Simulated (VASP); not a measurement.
# SiO2 (I4/mmm) in VASP: a series of runs, part 2 of 2

VASP 6.6.1.

## 4. Single point, PBE, collinear spin, ferromagnetic start

This run uses another cell than the first one, of 14.03 Å³/atom, 1.234 times its volume.

The input, INCAR:

```
SYSTEM = SiO2
PREC = Accurate
ENCUT = 520
EDIFF = 1E-6
ISMEAR = 0
SIGMA = 0.1
LREAL = .False.
LASPH = .True.
NELM = 150
ALGO = Normal
ISIF = 2
LWAVE = .False.
LCHARG = .True.
ISPIN = 2
MAGMOM = 0 0 1 1 1 1
LORBIT = 11
GGA = PE
LELF = .True.
LVHAR = .True.
NBANDS = 29
```

The input, KPOINTS:

```
Automatic mesh
0
Gamma
  4 4 4
  0 0 0
```

The input, POSCAR:

```
SiO2
1.0
   -2.8383798263      2.8383798263      2.6118444234
    2.8383798263     -2.8383798263      2.6118444234
    2.8383798263      2.8383798263     -2.6118444234
Si O
2 4
Direct
    0.0000000000      0.0000000000      0.0000000000
    0.5000000000      0.5000000000      0.0000000000
    0.0000000000      0.2885232529      0.2885232529
    0.0000000000      0.7114767471      0.7114767471
    0.2885232529      0.0000000000      0.2885232529
    0.7114767471      0.0000000000      0.7114767471
```

Potentials or basis: VASP PAW PBE potentials, release 64 (Si, O).

Launch:

```sh
> cat potpaw_PBE.64/Si/POTCAR potpaw_PBE.64/O/POTCAR > POTCAR
> mpirun -np 1 vasp_std > vasp.out
```

OUTCAR:

```text
SYSTEM = SiO2
   PREC = Accurate
   ENCUT = 520
   EDIFF = 1E-6
   ISMEAR = 0
   LREAL = .False.
   LASPH = .True.
   NELM = 150
   ISIF = 2
   ISPIN = 2
   LORBIT = 11
   GGA = PE

 ion  position               nearest neighbor table
   1  0.000  0.000  0.000-   3 1.64   4 1.64   5 1.64   6 1.64   2 2.61   2 2.61
   2  0.500  0.500  0.000-   1 2.61   1 2.61
   3  0.000  0.289  0.289-   1 1.64
   4  0.000  0.711  0.711-   1 1.64
   5  0.289  0.000  0.289-   1 1.64
   6  0.711  0.000  0.711-   1 1.64

  LATTYP: Found a body centered tetragonal cell.
 ALAT       =     5.6767596526
 C/A-ratio  =     0.9201884819

  Lattice vectors:

 A1 = (  -2.8383798263,   2.8383798263,   2.6118444234)
 A2 = (   2.8383798263,  -2.8383798263,   2.6118444234)
 A3 = (   2.8383798263,   2.8383798263,  -2.6118444234)

Analysis of symmetry for initial positions (statically):
=====================================================================
 Subroutine PRICEL returns:
 Original cell was already a primitive cell.

 Routine SETGRP: Setting up the symmetry group for a
 body centered tetragonal supercell.

 Subroutine GETGRP returns: Found 16 space group operations
 (whereof 16 operations were pure point group operations)
 out of a pool of 16 trial point group operations.

The static configuration has the point symmetry D_4h.

Analysis of symmetry for dynamics (positions and initial velocities):
=====================================================================
 Subroutine PRICEL returns:
 Original cell was already a primitive cell.

 Routine SETGRP: Setting up the symmetry group for a
 body centered tetragonal supercell.

 Subroutine GETGRP returns: Found 16 space group operations
 (whereof 16 operations were pure point group operations)
 out of a pool of 16 trial point group operations.

The dynamic configuration has the point symmetry D_4h.

Analysis of structural, dynamic, and magnetic symmetry:
=====================================================================
 Subroutine PRICEL returns:
 Original cell was already a primitive cell.

 Routine SETGRP: Setting up the symmetry group for a
 body centered tetragonal supercell.

 Subroutine GETGRP returns: Found 16 space group operations
 (whereof 16 operations were pure point group operations)
 out of a pool of 16 trial point group operations.

The overall configuration has the point symmetry D_4h.

 Subroutine INISYM returns: Found 16 space group operations
 (whereof 16 operations are pure point group operations),
 and found     1 'primitive' translations

----------------------------------------------------------------------------------------

                                     Primitive cell

  volume of cell :      84.1683

  direct lattice vectors                    reciprocal lattice vectors
    -2.838379826  2.838379826  2.611844423     0.000000000  0.176156833  0.191435598
     2.838379826 -2.838379826  2.611844423     0.176156833  0.000000000  0.191435598
     2.838379826  2.838379826 -2.611844423     0.176156833  0.176156833  0.000000000

  length of vectors
     4.789001083  4.789001083  4.789001083     0.260151529  0.260151529  0.249123382

  position of ions in fractional coordinates (direct lattice)
     0.000000000  0.000000000  0.000000000
     0.500000000  0.500000000  0.000000000
     0.000000000  0.288523253  0.288523253
     0.000000000  0.711476747  0.711476747
     0.288523253  0.000000000  0.288523253
     0.711476747  0.000000000  0.711476747

  ion indices of the primitive-cell ions
[... 78 lines left out ...]
   NELECT =      32.0000    total number of electrons
   NUPDOWN=      -1.0000    fix difference up-down
   EMIN   =  10.00;   EMAX   =-10.00  energy-range for DOS
   EFERMI =   0.00;   METHOD = LEGACY
   ISMEAR =     0;   SIGMA  =   0.10  broadening in eV -4-tet -1-fermi 0-gaus
   EFERMI_NEDOS =   21; number of points for ismear=-14 and -15
   IALGO  =     38    algorithm
   IMIX   =      4    mixing-type and parameters
     AMIX     =   0.40;   BMIX     =  1.00
     AMIX_MAG =   1.60;   BMIX_MAG =  1.00
  volume/ion in A,a.u.               =      14.03        94.67
  Fermi-wavevector in a.u.,A,eV,Ry     =   1.185975  2.241167 19.137080  1.406536
  Thomas-Fermi vector in A             =   2.322157
   LORBIT       =     11    0 simple, 1 ext, 2 COOP (PROOUT), +10 PAW based schemes
   GGA     = PE    functional components
   LHFCALC =     F    Hartree Fock is set to
   AEXX    =    0.0000 exact exchange contribution
   IVDW    =     0    specifies the selected vdW correction
   LEPSILON=     F    determine dielectric tensor
   LRPA    =     F    only Hartree local field effects (RPA)
 spin polarized calculation
 Gauss-broadening in eV      SIGMA  =   0.10
  energy-cutoff  :      520.00
  volume of cell :       84.17
 maximum number of plane-waves:      2292
   NGX = 17   NGY = 17   NGZ = 17

 number of electron      31.9999999 magnetization       0.0015238

 number of electron      31.9999999 magnetization      -0.0000749

 Free energy of the ion-electron system (eV)
  ---------------------------------------------------
  ext. energy  EPLUGINS =         0.00000000
  ---------------------------------------------------
  free energy    TOTEN  =       -30.98406098 eV

  energy without entropy =      -30.97803234  energy(sigma->0) =      -30.98104666

 E-fermi :   1.4908     XC(G=0):  -9.4477

 val. band max:        1.4231275997   @ k =   0.5000   0.5000   0.2500
 cond. band min:       1.5414867274   @ k =   0.5000   0.5000   0.5000
 fundamental gap:      0.1183591276
 Fermi energy:         1.4907790708

 spin component 1

 k-point     1 :       0.0000    0.0000    0.0000
  band No.  band energies     occupation
      1     -17.3930      1.00000
      2     -15.3446      1.00000
      3     -15.3446      1.00000
      4     -14.4064      1.00000
      5      -5.0540      1.00000
      6      -4.3928      1.00000
[... 392 lines left out ...]
     27      14.4038      0.00000
     28      16.3977      0.00000
 Fermi energy:         1.4907790708

 spin component 2

 k-point     1 :       0.0000    0.0000    0.0000
  band No.  band energies     occupation
      1     -17.3930      1.00000
      2     -15.3446      1.00000
      3     -15.3446      1.00000
      4     -14.4064      1.00000
      5      -5.0540      1.00000
      6      -4.3928      1.00000
[... 392 lines left out ...]
     27      14.4038      0.00000
     28      16.3977      0.00000
 [bands above 28 left out]

------------------------ aborting loop because EDIFF is reached ----------------------------------------

  FORCE on cell =-STRESS in cart. coord.  units (eV):
  Direction    XX          YY          ZZ          XY          YZ          ZX
  --------------------------------------------------------------------------------------
  -------------------------------------------------------------------------------------
  Total        0.1793480      0.1793480      0.1147957      0.0000000     -0.0000000      0.0000000
  in kB        3.4139622      3.4139622      2.1851831      0.0000000     -0.0000000      0.0000000
  external PRESSURE =       3.0043692 kB  Pullay stress =       0.0000000 kB

 VOLUME and BASIS-vectors are now :
 -----------------------------------------------------------------------------
  energy-cutoff  :      520.00
  volume of cell :       84.17
      direct lattice vectors                 reciprocal lattice vectors
    -2.838379826  2.838379826  2.611844423     0.000000000  0.176156833  0.191435598
     2.838379826 -2.838379826  2.611844423     0.176156833  0.000000000  0.191435598
     2.838379826  2.838379826 -2.611844423     0.176156833  0.176156833  0.000000000

 POSITION                                       TOTAL-FORCE (eV/Angst)
 -----------------------------------------------------------------------------------
      0.00000      0.00000      0.00000         0.000000      0.000000     -0.000000
      0.00000      0.00000      2.61184         0.000000      0.000000      0.000000
      1.63788      0.00000      0.00000         0.099962     -0.000000      0.000000
      4.03888      0.00000      0.00000        -0.099962      0.000000     -0.000000
      0.00000      1.63788      0.00000         0.000000      0.099962      0.000000
      0.00000      4.03888      0.00000         0.000000     -0.099962     -0.000000
 -----------------------------------------------------------------------------------
    total drift:                                0.000000      0.000000     -0.000000

  FREE ENERGIE OF THE ION-ELECTRON SYSTEM (eV)
  ---------------------------------------------------
  free  energy   TOTEN  =       -30.9840609844 eV

  energy  without entropy=      -30.9780323424  energy(sigma->0) =      -30.98104666

 total charge

# of ion       s       p       d       tot
------------------------------------------
    1        0.689   1.059   0.000   1.748
    2        1.015   0.319   0.000   1.334
    3        1.610   3.293   0.000   4.903
    4        1.610   3.293   0.000   4.903
    5        1.610   3.293   0.000   4.903
    6        1.610   3.293   0.000   4.903
--------------------------------------------------
tot          8.142  14.552   0.000  22.693

 magnetization (x)

# of ion       s       p       d       tot
------------------------------------------
    1       -0.000  -0.000   0.000  -0.000
    2        0.000  -0.000   0.000  -0.000
    3       -0.000   0.000   0.000   0.000
    4       -0.000   0.000   0.000   0.000
    5       -0.000   0.000   0.000   0.000
    6       -0.000   0.000   0.000   0.000
--------------------------------------------------
tot         -0.000   0.000   0.000   0.000
```

Wall time 73 s (1 thread of AMD EPYC 7R43 (Zen 3), shared host); peak memory 0.21 GiB.

Results:

```yaml
Free_energy: -30.9841 eV
Pressure: 0.3 GPa
Largest_force: 0.100 eV/Å
Band_gap_on_the_k_mesh: zero (filled and empty bands overlap)
Net_moment: 0.00 μB per cell
Valence_electrons_inside_the_program's_atomic_spheres: Si 1.75, 1.33; O 4.90
```

Forces in eV/Å, atoms in the order of the input:
```
Si   0.000  0.000  0.000
Si   0.000  0.000  0.000
O    0.100  0.000  0.000
O   -0.100  0.000  0.000
O    0.000  0.100  0.000
O    0.000 -0.100  0.000
```

Stress tensor (GPa, compression positive):
```
0.34 0.00 0.00
0.00 0.34 0.00
0.00 0.00 0.22
```

Caveat: the k points lie up to 0.41 Å⁻¹ apart.

## 5. Single point, PBE

This run uses another cell than the first one, of 14.06 Å³/atom, 1.237 times its volume.

The input, INCAR:

```
SYSTEM = SiO2
PREC     = Accurate       ! precision mode
ENCUT    = 520            ! plane-wave cutoff, eV
EDIFF    = 1E-6           ! SCF threshold, eV
ISMEAR   = 0              ! smearing method
SIGMA    = 0.1            ! smearing width, eV
LREAL    = .False.        ! projectors in reciprocal space
LASPH    = .True.         ! aspherical terms in the spheres
NELM     = 100            ! most SCF steps
ALGO     = Normal         ! electronic algorithm
ISIF     = 2              ! what is computed and relaxed
LWAVE    = .False.        ! write WAVECAR
LCHARG   = .False.        ! write CHGCAR
GGA      = PE             ! functional
NBANDS   = 25             ! bands
```

The input, KPOINTS:

```
regular mesh
0
Gamma
  10 10 10
  0 0 0
```

The input, POSCAR:

```
SiO2
1.0
   -2.8328323461      2.8328323461      2.6273129739
    2.8328323461     -2.8328323461      2.6273129739
    2.8328323461      2.8328323461     -2.6273129739
Si O
2 4
Direct
    0.0000000000      0.0000000000      0.0000000000
    0.5000000000      0.5000000000      0.0000000000
    0.0000000000      0.2890073784      0.2890073784
    0.0000000000      0.7109926216      0.7109926216
    0.2890073784      0.0000000000      0.2890073784
    0.7109926216      0.0000000000      0.7109926216
```

Launch:

```sh
> cat potpaw_PBE.64/Si/POTCAR potpaw_PBE.64/O/POTCAR > POTCAR
> mpirun -np 1 vasp_std > vasp.out
```

Run time: 3.3 min. Hardware: 1 thread of AMD EPYC 7R43 (Zen 3), shared host; peak memory 0.26 GiB.

The run converged. Its results:

| Item | Value |
| --- | --- |
| Free energy | -30.9915 eV |
| Pressure | 0.2 GPa |
| Largest force | 0.103 eV/Å |
| Band gap on the k mesh | zero (band 16 reaches 1.53 eV, above the bottom of band 17 at 1.31 eV) |

Forces in eV/Å, atoms in the order of the input:
```
Si   0.000  0.000  0.000
Si   0.000  0.000  0.000
O    0.103  0.000  0.000
O   -0.103  0.000  0.000
O    0.000  0.103  0.000
O    0.000 -0.103  0.000
```

Stress tensor (GPa, compression positive):
```
 0.42  0.00  0.00
 0.00  0.42  0.00
 0.00  0.00 -0.23
```

Levels at points of the mesh, in eV from the Fermi level:
```tsv
k point	band 12	band 13	band 14	band 15	band 16	band 17	band 18	band 19	band 20	band 21
(0.00, 0.00, 0.00)	-1.63	-1.63	-1.31	-0.96	-0.96	0.87	1.46	2.63	2.63	6.20
(0.50, 0.00, 0.00)	-1.45	-0.98	-0.84	-0.40	-0.28	0.23	0.48	2.28	2.78	6.11
(0.50, 0.50, 0.00)	-1.33	-0.98	-0.71	-0.23	-0.14	0.18	1.72	2.12	2.41	6.56
(0.50, 0.50, 0.50)	-1.23	-1.23	-1.10	-1.10	0.02	0.64	1.51	2.65	2.65	5.75
```

## 6. The runs side by side

```tsv
spin	cell	k mesh	gap on the mesh (eV)	pressure (GPa)	largest force (eV/Å)
off	a = 4.499 Å, angles 104.4, 104.4, 120.2°, 6 atoms	6 × 6 × 6	none	180.9	45.43
off	a = 4.789 Å, angles 107.3, 107.3, 113.9°, 6 atoms	6 × 6 × 6	none	0.2	0.10
collinear, ferromagnetic start	a = 4.789 Å, angles 107.3, 107.3, 113.9°, 6 atoms	4 × 4 × 4	none	0.3	0.10
off	a = 4.791 Å, angles 107.5, 107.5, 113.5°, 6 atoms	10 × 10 × 10	none	0.2	0.10
```

Alike in all rows: task single point; level PBE; potentials or basis VASP PAW PBE potentials, release 64 (Si, O); cutoff (eV) 520; smearing gaussian 0.1 eV.

Caveats: some runs use coarse meshes; forces of over 1 eV/Å act on the atoms, so gaps and moduli don't describe the material at rest (some runs).

Total energies depend on the potentials used, so only differences within one code and one set of settings carry meaning.
